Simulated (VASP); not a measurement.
# AgCl in VASP: further runs, part 2 of 3

VASP 6.6.1. The steps go on from the part before.

## Step 3: Single point, LDA (volume scaled by 0.98)

The input, INCAR:

```
SYSTEM = AgCl
PREC = Accurate ; ENCUT = 520
EDIFF = 1E-6 ; ISMEAR = -1
SIGMA = 0.02 ; LREAL = .False.
LASPH = .True. ; NELM = 60
ALGO = Normal ; ISIF = 2
LWAVE = .False. ; LCHARG = .False.
NBANDS = 16
```

The input, KPOINTS:

```
regular mesh
0
Gamma
  8 8 8
  0 0 0
```

The input, POSCAR:

```
AgCl
1.0
    0.0000000000      2.7545376942      2.7545376942
    2.7545376942      0.0000000000      2.7545376942
    2.7545376942      2.7545376942      0.0000000000
Ag Cl
1 1
Direct
    0.5000000000      0.5000000000      0.5000000000
    0.0000000000      0.0000000000      0.0000000000
```

Potentials or basis: VASP PAW LDA potentials, release 64 (Ag, Cl).

Run with:

```sh
$ cat potpaw_LDA.64/Ag/POTCAR potpaw_LDA.64/Cl/POTCAR > POTCAR
$ mpirun -np 1 vasp_std > vasp.out
```

OUTCAR:

```text
SYSTEM = AgCl
   PREC = Accurate
   ENCUT = 520
   EDIFF = 1E-6
   ISMEAR = -1
   LREAL = .False.
   LASPH = .True.
   NELM = 60
   ISIF = 2

 ion  position               nearest neighbor table
   1  0.500  0.500  0.500-   2 2.75   2 2.75   2 2.75   2 2.75   2 2.75   2 2.75
   2  0.000  0.000  0.000-   1 2.75   1 2.75   1 2.75   1 2.75   1 2.75   1 2.75

  LATTYP: Found a face centered cubic cell.
 ALAT       =     5.5090753884

  Lattice vectors:

 A1 = (   0.0000000000,   2.7545376942,   2.7545376942)
 A2 = (   2.7545376942,   0.0000000000,   2.7545376942)
 A3 = (   2.7545376942,   2.7545376942,   0.0000000000)

Analysis of symmetry for initial positions (statically):
[... 33 lines left out ...]
                                     Primitive cell

  volume of cell :      41.8000

  direct lattice vectors                    reciprocal lattice vectors
     0.000000000  2.754537694  2.754537694    -0.181518663  0.181518663  0.181518663
     2.754537694  0.000000000  2.754537694     0.181518663 -0.181518663  0.181518663
     2.754537694  2.754537694  0.000000000     0.181518663  0.181518663 -0.181518663

  length of vectors
     3.895504565  3.895504565  3.895504565     0.314399547  0.314399547  0.314399547

  position of ions in fractional coordinates (direct lattice)
     0.500000000  0.500000000  0.500000000
     0.000000000  0.000000000  0.000000000

  ion indices of the primitive-cell ions
   primitive index   ion index
                 1           1
                 2           2

----------------------------------------------------------------------------------------

 KPOINTS: regular mesh

Automatic generation of k-mesh.
 Grid dimensions read from file:
 generate k-points for:    8    8    8

 Generating k-lattice:

  Cartesian coordinates                     Fractional coordinates (reciprocal lattice)
    -0.022689833  0.022689833  0.022689833     0.125000000  0.000000000  0.000000000
     0.022689833 -0.022689833  0.022689833     0.000000000  0.125000000  0.000000000
     0.022689833  0.022689833 -0.022689833     0.000000000  0.000000000  0.125000000

  Length of vectors
     0.039299943  0.039299943  0.039299943

  Shift w.r.t. Gamma in fractional coordinates (k-lattice)
     0.000000000  0.000000000  0.000000000

 Subroutine IBZKPT returns following result:
 ===========================================

 Found     29 irreducible k-points:

 Following reciprocal coordinates:
            Coordinates               Weight
  0.000000  0.000000  0.000000      1.000000
  0.125000  0.000000  0.000000      8.000000
  0.250000  0.000000  0.000000      8.000000
  0.375000  0.000000  0.000000      8.000000
  0.500000  0.000000  0.000000      4.000000
  0.125000  0.125000  0.000000      6.000000
[... 16 lines left out ...]
  0.500000  0.250000  0.125000     48.000000
 -0.375000  0.250000  0.125000     24.000000
 [... further k-points ...]
   k-points           NKPTS =     29   k-points in BZ     NKDIM =     29   number of bands    NBANDS=     16
   number of dos      NEDOS =    301   number of ions     NIONS =      2
   total plane-waves  NPLWV =  27000
   dimension x,y,z NGX =    30 NGY =   30 NGZ =   30
   dimension x,y,z NGXF=    60 NGYF=   60 NGZF=   60
   ions per type =               1   1
   NGX,Y,Z   is equivalent  to a cutoff of  12.80, 12.80, 12.80 a.u.
   NGXF,Y,Z  is equivalent  to a cutoff of  25.61, 25.61, 25.61 a.u.
 SYSTEM =  AgCl
   PREC   = accura    normal or accurate (medium, high low for compatibility)
   ISTART =      0    job   : 0-new  1-cont  2-samecut
   ICHARG =      2    charge: 1-file 2-atom 10-const
   ISPIN  =      1    spin polarized calculation?
   LNONCOLLINEAR =      F non collinear calculations
   LSORBIT =      F    spin-orbit coupling
   LASPH  =      T    aspherical Exc in radial PAW
   ENCUT  =  520.0 eV  38.22 Ry    6.18 a.u.   7.24  7.24  7.24*2*pi/ulx,y,z
   NELM   =     60;   NELMIN=  2; NELMDL= -5     # of ELM steps
   EDIFF  = 0.1E-05   stopping-criterion for ELM
   LREAL  =      F    real-space projection
   EDIFFG = 0.1E-04   stopping-criterion for IOM
   NSW    =      0    number of steps for IOM
   IBRION =     -1    ionic relax: 0-MD 1-quasi-New 2-CG
   NFREE  =      0    steps in history (QN), initial steepest desc. (CG)
   ISIF   =      2    stress and relaxation
   ISYM   =      2    0-nonsym 1-usesym 2-fastsym
   POTIM  = 0.5000    time-step for ionic-motion
   TEBEG  =    0.0;   TEEND  =   0.0 temperature during run
   PSTRESS=    0.0 pullay stress
   NELECT =      18.0000    total number of electrons
   NUPDOWN=      -1.0000    fix difference up-down
   EMIN   =  10.00;   EMAX   =-10.00  energy-range for DOS
   EFERMI =   0.00;   METHOD = LEGACY
   ISMEAR =    -1;   SIGMA  =   0.02  broadening in eV -4-tet -1-fermi 0-gaus
   EFERMI_NEDOS =   21; number of points for ismear=-14 and -15
   IALGO  =     38    algorithm
   IMIX   =      4    mixing-type and parameters
     AMIX     =   0.40;   BMIX     =  1.00
     AMIX_MAG =   1.60;   BMIX_MAG =  1.00
  volume/ion in A,a.u.               =      20.90       141.04
  Fermi-wavevector in a.u.,A,eV,Ry     =   1.236252  2.336177 20.794037  1.528319
  Thomas-Fermi vector in A             =   2.370868
   LORBIT       =      0    0 simple, 1 ext, 2 COOP (PROOUT), +10 PAW based schemes
   GGA     = CA    functional components
   LHFCALC =     F    Hartree Fock is set to
   AEXX    =    0.0000 exact exchange contribution
   IVDW    =     0    specifies the selected vdW correction
   LEPSILON=     F    determine dielectric tensor
   LRPA    =     F    only Hartree local field effects (RPA)
 non-spin polarized calculation
  energy-cutoff  :      520.00
  volume of cell :       41.80
 maximum number of plane-waves:      1158
 NGX is ok and might be reduce to    30
   NGX = 15   NGY = 15   NGZ = 15

 number of electron      18.0000004 magnetization

 Free energy of the ion-electron system (eV)
  ---------------------------------------------------
  ext. energy  EPLUGINS =         0.00000000
  ---------------------------------------------------
  free energy    TOTEN  =        -6.73923635 eV

  energy without entropy =       -6.73923635  energy(sigma->0) =       -6.73923635

 E-fermi :   4.1840     XC(G=0): -10.5417

 val. band max:        3.8396346986   @ k =   0.5000   0.0000   0.0000
 cond. band min:       4.4799461836   @ k =   0.0000   0.0000   0.0000
 fundamental gap:      0.6403114850
 Fermi energy:         4.1840317170

 k-point     1 :       0.0000    0.0000    0.0000
  band No.  band energies     occupation
      1     -11.3449      2.00000
      2       1.2339      2.00000
      3       1.2339      2.00000
      4       1.2339      2.00000
      5       1.2737      2.00000
      6       1.2737      2.00000
[... 8 lines left out ...]
     15      16.9582      0.00000
     16      16.9582      0.00000

 k-point     2 :       0.1250    0.0000    0.0000
  band No.  band energies     occupation
      1     -11.2786      2.00000
      2       0.5369      2.00000
      3       0.5998      2.00000
      4       0.5998      2.00000
      5       1.2928      2.00000
      6       1.2928      2.00000
[... 8 lines left out ...]
     15      15.7632      0.00000
     16      16.3101      0.00000

 k-point     3 :       0.2500    0.0000    0.0000
  band No.  band energies     occupation
      1     -11.1110      2.00000
      2      -0.5462      2.00000
      3       0.0070      2.00000
      4       0.0070      2.00000
      5       1.4295      2.00000
      6       1.4295      2.00000
[... 8 lines left out ...]
     15      16.0225      0.00000
     16      16.2220      0.00000
[... 362 lines left out ...]
 k-point    23 :       0.5000    0.2500    0.1250
  band No.  band energies     occupation
      1     -10.8808      2.00000
      2      -1.1591      2.00000
      3      -0.3799      2.00000
      4      -0.1231      2.00000
      5       1.4654      2.00000
      6       1.6406      2.00000
[... 8 lines left out ...]
     15      18.1607      0.00000
     16      18.9174      0.00000

 k-point    24 :      -0.3750    0.2500    0.1250
  band No.  band energies     occupation
      1     -10.8262      2.00000
      2      -1.2289      2.00000
      3      -0.4358      2.00000
      4      -0.3806      2.00000
      5       1.5619      2.00000
      6       1.6350      2.00000
[... 8 lines left out ...]
     15      17.2459      0.00000
     16      18.7608      0.00000

 [... further k-points ...]

------------------------ aborting loop because EDIFF is reached ----------------------------------------

  FORCE on cell =-STRESS in cart. coord.  units (eV):
  Direction    XX          YY          ZZ          XY          YZ          ZX
  --------------------------------------------------------------------------------------
  -------------------------------------------------------------------------------------
  Total       -1.2387793     -1.2387793     -1.2387793      0.0000000      0.0000000     -0.0000000
  in kB      -47.4819310    -47.4819310    -47.4819310      0.0000000      0.0000000     -0.0000000
  external PRESSURE =     -47.4819310 kB  Pullay stress =       0.0000000 kB

 VOLUME and BASIS-vectors are now :
 -----------------------------------------------------------------------------
  energy-cutoff  :      520.00
  volume of cell :       41.80
      direct lattice vectors                 reciprocal lattice vectors
     0.000000000  2.754537694  2.754537694    -0.181518663  0.181518663  0.181518663
     2.754537694  0.000000000  2.754537694     0.181518663 -0.181518663  0.181518663
     2.754537694  2.754537694  0.000000000     0.181518663  0.181518663 -0.181518663

 POSITION                                       TOTAL-FORCE (eV/Angst)
 -----------------------------------------------------------------------------------
      2.75454      2.75454      2.75454        -0.000000     -0.000000     -0.000000
      0.00000      0.00000      0.00000         0.000000      0.000000      0.000000
 -----------------------------------------------------------------------------------
    total drift:                                0.000000      0.000000      0.000000

  FREE ENERGIE OF THE ION-ELECTRON SYSTEM (eV)
  ---------------------------------------------------
  free  energy   TOTEN  =        -6.7392363479 eV

  energy  without entropy=       -6.7392363468  energy(sigma->0) =       -6.73923635
```

OSZICAR:

```text
N       E                     dE             d eps       ncg     rms          rms(c)
DAV:   1     0.871485782381E+02    0.87149E+02   -0.85605E+03   944   0.101E+03
DAV:   2    -0.411994523634E+01   -0.91269E+02   -0.83259E+02  1184   0.214E+02
DAV:   3    -0.688709445653E+01   -0.27671E+01   -0.27604E+01  1160   0.386E+01
DAV:   4    -0.690003711871E+01   -0.12943E-01   -0.12941E-01  1144   0.299E+00
DAV:   5    -0.690017725077E+01   -0.14013E-03   -0.14013E-03  1176   0.309E-01    0.672E+00
DAV:   6    -0.674847070890E+01    0.15171E+00   -0.24069E-01  1208   0.666E+00    0.443E+00
DAV:   7    -0.674195531831E+01    0.65154E-02   -0.61732E-02  1136   0.166E+00    0.197E+00
DAV:   8    -0.673932258626E+01    0.26327E-02   -0.39927E-03  1040   0.574E-01    0.249E-01
DAV:   9    -0.673922819247E+01    0.94394E-04   -0.26067E-04  1232   0.229E-01    0.401E-02
DAV:  10    -0.673923630902E+01   -0.81165E-05   -0.23309E-05  1136   0.425E-02    0.116E-02
DAV:  11    -0.673923634787E+01   -0.38846E-07   -0.29752E-07   696   0.432E-03
   1 F= -.67392363E+01 E0= -.67392363E+01  d E =-.101777E-08
```

stdout:

```text
POSCAR found type information on POSCAR AgCl
 POSCAR found :  2 types and       2 ions
 scaLAPACK will be used
 LDA part: xc-table for (Slater(with rela. corr.)+CA(PZ))
 , standard interpolation
 POSCAR, INCAR and KPOINTS ok, starting setup
 FFT: planning ... GRIDC
 FFT: planning ... GRID_SOFT
 FFT: planning ... GRID
 WAVECAR not read
 entering main loop
```

Wall time 14 s (1 thread of Intel Xeon Platinum 8259CL at 2.50GHz (Skylake/Cascade Lake), shared host); peak memory 0.15 GiB.

What came out:

* Free energy: -6.7392 eV
* Pressure: -4.7 GPa
* Band gap on the k mesh: 0.64 eV, indirect (least direct gap 3.03 eV)

 A k mesh can miss the band edges.

(Continued in part 3 of 3.)
